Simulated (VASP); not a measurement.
# Co (P6_3/mmc) in VASP: notebook

Co is run at these levels: PBEsol; tasks: single point.

Program: VASP 6.6.1. These are calculated values, not measurements. Logs are shortened: lines on timing, memory, paths and dates and some standing lists are left out, and cuts for length are marked.

## Step 1: The cell of the first run

The structure is hexagonal, space group P6_3/mmc (No. 194). The conventional cell has a = 2.456 Å, b = 2.456 Å, c = 3.972 Å, α = 90.00°, β = 90.00°, γ = 120.00°. Co (site symmetry -6m2) has 12 Co at 2.44 to 2.46 Å within 3.2 Å.

## Step 2: Single point, PBEsol, collinear spin, ferromagnetic start

Contents of INCAR:

```
ALGO = Normal ; EDIFF = 1E-7
ENCUT = 520 ; GGA = PS
ISIF = 2 ; ISMEAR = -1
ISPIN = 2 ; LASPH = T
LCHARG = F ; LMAXMIX = 4
LORBIT = 11 ; LREAL = F
LWAVE = F ; MAGMOM = 1.7 1.7
NBANDS = 20 ; NELM = 150
PREC = Accurate ; SIGMA = 0.1
```

Contents of KPOINTS:

```
k-points
0
Gamma
  19 19 10
```

Contents of POSCAR:

```
Co
1.0
    1.2281975812     -2.1273006124      0.0000000000
    1.2281975812      2.1273006124      0.0000000000
    0.0000000000      0.0000000000      3.9720894594
Co
2
Direct
    0.6666666670      0.3333333330      0.2500000000
    0.3333333330      0.6666666670      0.7500000000
```

Potentials or basis: VASP PAW PBE potentials, release 64 (Co).

Run with:

```console
$ cat potpaw_PBE.64/Co/POTCAR > POTCAR
$ mpirun -np 1 vasp_std > vasp.out
```

OUTCAR:

```text
EDIFF = 1E-7
   ENCUT = 520
   GGA = PS
   ISIF = 2
   ISMEAR = -1
   ISPIN = 2
   LASPH = T
   LORBIT = 11
   LREAL = F
   NELM = 150
   PREC = Accurate

 ion  position               nearest neighbor table
   1  0.667  0.333  0.250-   2 2.44   2 2.44   2 2.44   2 2.44   2 2.44   2 2.44
   2  0.333  0.667  0.750-   1 2.44   1 2.44   1 2.44   1 2.44   1 2.44   1 2.44

  LATTYP: Found a hexagonal cell.
 ALAT       =     2.4563951624
 C/A-ratio  =     1.6170400920

  Lattice vectors:

 A1 = (   1.2281975812,  -2.1273006124,   0.0000000000)
 A2 = (   1.2281975812,   2.1273006124,   0.0000000000)
 A3 = (   0.0000000000,   0.0000000000,   3.9720894594)

Analysis of symmetry for initial positions (statically):
=====================================================================
 Subroutine PRICEL returns:
 Original cell was already a primitive cell.

 Routine SETGRP: Setting up the symmetry group for a
 hexagonal supercell.

 Subroutine GETGRP returns: Found 24 space group operations
 (whereof 12 operations were pure point group operations)
 out of a pool of 24 trial point group operations.

The static configuration has the point symmetry D_3d.
 The point group associated with its full space group is D_6h.

Analysis of symmetry for dynamics (positions and initial velocities):
=====================================================================
 Subroutine PRICEL returns:
 Original cell was already a primitive cell.

 Routine SETGRP: Setting up the symmetry group for a
 hexagonal supercell.

 Subroutine GETGRP returns: Found 24 space group operations
 (whereof 12 operations were pure point group operations)
 out of a pool of 24 trial point group operations.

The dynamic configuration has the point symmetry D_3d.
 The point group associated with its full space group is D_6h.

Analysis of structural, dynamic, and magnetic symmetry:
=====================================================================
 Subroutine PRICEL returns:
 Original cell was already a primitive cell.

 Routine SETGRP: Setting up the symmetry group for a
 hexagonal supercell.

 Subroutine GETGRP returns: Found 24 space group operations
 (whereof 12 operations were pure point group operations)
 out of a pool of 24 trial point group operations.

The overall configuration has the point symmetry D_3d.
 The point group associated with its full space group is D_6h.

 Subroutine INISYM returns: Found 24 space group operations
 (whereof 12 operations are pure point group operations),
 and found     1 'primitive' translations

[... 115 lines left out ...]
  volume/ion in A,a.u.               =      10.38        70.03
  Fermi-wavevector in a.u.,A,eV,Ry     =   1.561170  2.950184 33.160838  2.437253
  Thomas-Fermi vector in A             =   2.664275
   LORBIT       =     11    0 simple, 1 ext, 2 COOP (PROOUT), +10 PAW based schemes
   GGA     = PS    functional components
   LHFCALC =     F    Hartree Fock is set to
   AEXX    =    0.0000 exact exchange contribution
   IVDW    =     0    specifies the selected vdW correction
   LEPSILON=     F    determine dielectric tensor
   LRPA    =     F    only Hartree local field effects (RPA)
 spin polarized calculation
  energy-cutoff  :      520.00
  volume of cell :       20.76
 maximum number of plane-waves:       574
   NGX =  9   NGY =  9   NGZ = 15

 number of electron      17.9999973 magnetization       3.1177039

 Free energy of the ion-electron system (eV)
  ---------------------------------------------------
  ext. energy  EPLUGINS =         0.00000000
  ---------------------------------------------------
  free energy    TOTEN  =       -15.50128702 eV

  energy without entropy =      -15.44078320  energy(sigma->0) =      -15.47103511

 E-fermi :  10.7080     XC(G=0): -13.8438

 val. band max:       10.7053578387   @ k =   0.2105   0.1579   0.0000
 cond. band min:      10.7091949131   @ k =   0.2105   0.1053   0.2000
 fundamental gap:      0.0038370744
 Fermi energy:        10.7080420612

 spin component 1

 k-point     1 :       0.0000    0.0000    0.0000
  band No.  band energies     occupation
      1       1.4748      1.00000
      2       5.3600      1.00000
      3       8.0669      1.00000
      4       8.0906      1.00000
      5       8.0906      1.00000
      6       8.4297      1.00000
[... 541 lines left out ...]
     19      34.7345      0.00000
     20      36.4251      0.00000

 [... further k-points ...]

 spin component 2

 k-point     1 :       0.0000    0.0000    0.0000
  band No.  band energies     occupation
      1       1.5426      1.00000
      2       6.2868      1.00000
      3       9.6316      0.99998
      4       9.6550      0.99997
      5       9.6550      0.99997
      6      10.0466      0.99866
[... 541 lines left out ...]
     19      35.0894      0.00000
     20      36.8290      0.00000

 [... further k-points ...]

------------------------ aborting loop because EDIFF is reached ----------------------------------------

  FORCE on cell =-STRESS in cart. coord.  units (eV):
  Direction    XX          YY          ZZ          XY          YZ          ZX
  --------------------------------------------------------------------------------------
  -------------------------------------------------------------------------------------
  Total       -0.1219881     -0.1219881     -0.1363540      0.0000000      0.0000000      0.0000000
  in kB       -9.4163365     -9.4163365    -10.5252516      0.0000000      0.0000000      0.0000000
  external PRESSURE =      -9.7859749 kB  Pullay stress =       0.0000000 kB

 VOLUME and BASIS-vectors are now :
 -----------------------------------------------------------------------------
  energy-cutoff  :      520.00
  volume of cell :       20.76
      direct lattice vectors                 reciprocal lattice vectors
     1.228197581 -2.127300612  0.000000000     0.407100623 -0.235039654  0.000000000
     1.228197581  2.127300612  0.000000000     0.407100623  0.235039654  0.000000000
     0.000000000  0.000000000  3.972089459     0.000000000  0.000000000  0.251756666

 POSITION                                       TOTAL-FORCE (eV/Angst)
 -----------------------------------------------------------------------------------
      1.22820     -0.70910      0.99302        -0.000000      0.000000      0.000000
      1.22820      0.70910      2.97907         0.000000     -0.000000      0.000000
 -----------------------------------------------------------------------------------
    total drift:                               -0.000000     -0.000000     -0.000000

  FREE ENERGIE OF THE ION-ELECTRON SYSTEM (eV)
  ---------------------------------------------------
  free  energy   TOTEN  =       -15.5012870156 eV

  energy  without entropy=      -15.4407832013  energy(sigma->0) =      -15.47103511

 total charge

# of ion       s       p       d       tot
------------------------------------------
    1        0.508   0.564   7.290   8.362
    2        0.508   0.564   7.290   8.362
--------------------------------------------------
tot          1.016   1.129  14.580  16.724

 magnetization (x)

# of ion       s       p       d       tot
------------------------------------------
    1       -0.015  -0.051   1.631   1.566
    2       -0.015  -0.051   1.631   1.566
--------------------------------------------------
tot         -0.030  -0.101   3.263   3.131
```

It took 78 s on 1 thread of Intel Xeon 6975P-C (Granite Rapids), shared host; peak memory 0.24 GiB.

Results:

| Item | Value |
| --- | --- |
| Free energy | -15.5013 eV |
| Pressure | -1.0 GPa |
| Net moment | 3.12 μB per cell |
| Site moments | Co +1.57 μB |
| Valence electrons inside the program's atomic spheres | Co 8.36 |

Stress tensor (GPa, compression positive):
```
-0.94  0.00  0.00
 0.00 -0.94  0.00
 0.00  0.00 -1.05
```

Levels at points of the mesh, in eV from the Fermi level:
Spin up:
```tsv
k point	band 6	band 7	band 8	band 9	band 10	band 11	band 12	band 13	band 14	band 15
(0.00, 0.00, 0.00)	-2.28	-2.28	-1.90	-1.90	-0.72	-0.72	-0.16	6.75	22.30	25.30
(0.00, 0.00, 0.50)	-2.69	-2.69	-2.69	-1.05	-1.05	-1.05	-1.05	15.50	15.50	23.05
```
Spin down:
```csv
k point,band 4,band 5,band 6,band 7,band 8,band 9,band 10,band 11
"(0.00, 0.00, 0.00)",-1.05,-1.05,-0.66,-0.66,-0.21,-0.21,-0.13,1.09
"(0.00, 0.00, 0.50)",-1.65,-1.12,-1.12,-1.12,-1.12,0.73,0.73,0.73
```

Caveat: the PAW data sets were made with another functional, which shifts forces and pressure a little.

## Step 3: Single point, PBEsol, collinear spin, ferromagnetic start

Contents of INCAR:

```
SYSTEM = Co
ALGO     = Normal         ! electronic algorithm
EDIFF    = 1E-7           ! SCF threshold, eV
ENCUT    = 520            ! plane-wave cutoff, eV
GGA      = PS             ! functional
ISIF     = 2              ! what is computed and relaxed
ISMEAR   = -1             ! smearing method
ISPIN    = 2              ! spin polarisation
LASPH    = .TRUE.         ! aspherical terms in the spheres
LCHARG   = .TRUE.         ! write CHGCAR
LELF     = .TRUE.         ! ELF
LMAXMIX  = 4              ! l up to which the mixer works
LORBIT   = 11             ! projections on sites
LREAL    = .FALSE.        ! projectors in reciprocal space
LVHAR    = .TRUE.       
LWAVE    = .FALSE.        ! write WAVECAR
MAGMOM   = 1.7 1.7        ! initial moments
NBANDS   = 20             ! bands
NELM     = 150            ! most SCF steps
PREC     = Accurate       ! precision mode
SIGMA    = 0.1            ! smearing width, eV
```

Contents of KPOINTS:

```
k-points
0
G
  19 19 10
  0 0 0
```

POSCAR is that of step 2.

Potentials or basis: VASP PAW PBE potentials, release 64 (Co).

Run with:

```console
$ cat potpaw_PBE.64/Co/POTCAR > POTCAR
$ mpirun -np 1 vasp_std > vasp.out
```

Run time: 81 s. Hardware: 1 thread of Intel Xeon 6975P-C (Granite Rapids), shared host; peak memory 0.24 GiB.

Results (log left out):

```
Free energy                                           : -15.5013 eV
Pressure                                              : -1.0 GPa
Net moment                                            : 3.12 μB per cell
Site moments                                          : Co +1.57 μB
Valence electrons inside the program's atomic spheres : Co 8.36
```

Stress tensor (GPa, compression positive):
```
-0.94  0.00  0.00
 0.00 -0.94  0.00
 0.00  0.00 -1.05
```

Levels at points of the mesh, in eV from the Fermi level:
Spin up:
```tsv
k point	band 7	band 8	band 9	band 10	band 11	band 12	band 13	band 14
(0.00, 0.00, 0.00)	-2.28	-1.90	-1.90	-0.72	-0.72	-0.16	6.75	22.30
(0.00, 0.00, 0.50)	-2.69	-2.69	-1.05	-1.05	-1.05	-1.05	15.50	15.50
```
Spin down:
```
           k point  band 4  band 5  band 6  band 7  band 8  band 9  band 10  band 11
(0.00, 0.00, 0.00)   -1.05   -1.05   -0.66   -0.66   -0.21   -0.21    -0.13     1.09
(0.00, 0.00, 0.50)   -1.65   -1.12   -1.12   -1.12   -1.12    0.73     0.73     0.73
```

Caveat: the PAW data sets were made with another functional, which shifts forces and pressure a little.

## Step 4: Single point, PBEsol, collinear spin, ferromagnetic start

Contents of INCAR:

```
ALGO = Normal ; EDIFF = 1E-6
ENCUT = 520 ; GGA = PS
ISIF = 2 ; ISMEAR = -1
ISPIN = 2 ; LASPH = T
LCHARG = F ; LMAXMIX = 4
LORBIT = 11 ; LREAL = F
LWAVE = F ; MAGMOM = 1.7 1.7
NBANDS = 20 ; NELM = 150
PREC = Accurate ; SIGMA = 0.1
```

Contents of KPOINTS:

```
k-points
0
Gamma
  20 20 11
```

Contents of POSCAR:

```
Co
1.0
    2.4563951624      0.0000000000      0.0000000000
   -1.2281975812      2.1273006124      0.0000000000
    0.0000000000      0.0000000000      3.9720894594
Co
2
Direct
    0.3333333333      0.6666666667      0.2500000000
    0.6666666667      0.3333333333      0.7500000000
```

Run with:

```console
$ cat potpaw_PBE.64/Co/POTCAR > POTCAR
$ mpirun -np 1 vasp_std > vasp.out
```

It took 77 s on 1 thread of Intel Xeon 6975P-C (Granite Rapids), shared host; peak memory 0.26 GiB.

It converged, with:

- Free energy: -15.5021 eV
- Pressure: -0.9 GPa
- Net moment: 3.13 μB per cell
- Site moments: Co +1.57 μB
- Valence electrons inside the program's atomic spheres: Co 8.36

Stress tensor (GPa, compression positive):
```
-0.90  0.00  0.00
 0.00 -0.90  0.00
 0.00  0.00 -1.02
```

Levels at points of the mesh, in eV from the Fermi level:
Spin up:
```tsv
k point	band 7	band 8	band 9	band 10	band 11	band 12	band 13	band 14	band 15	band 16
(0.00, 0.00, 0.00)	-2.28	-1.90	-1.90	-0.72	-0.72	-0.16	6.75	22.30	25.30	25.30
(0.50, 0.00, 0.00)	-2.19	-0.58	-0.47	-0.41	1.44	3.54	10.00	10.71	13.14	14.52
```
Spin down:
```tsv
k point	band 3	band 4	band 5	band 6	band 7	band 8	band 9	band 10	band 11	band 12
(0.00, 0.00, 0.00)	-1.07	-1.05	-1.05	-0.66	-0.66	-0.21	-0.21	-0.13	1.09	1.09
(0.50, 0.00, 0.00)	-3.47	-1.93	-1.22	-1.11	-0.68	1.23	1.37	1.41	2.67	4.52
```

Caveat: the PAW data sets were made with another functional, which shifts forces and pressure a little.
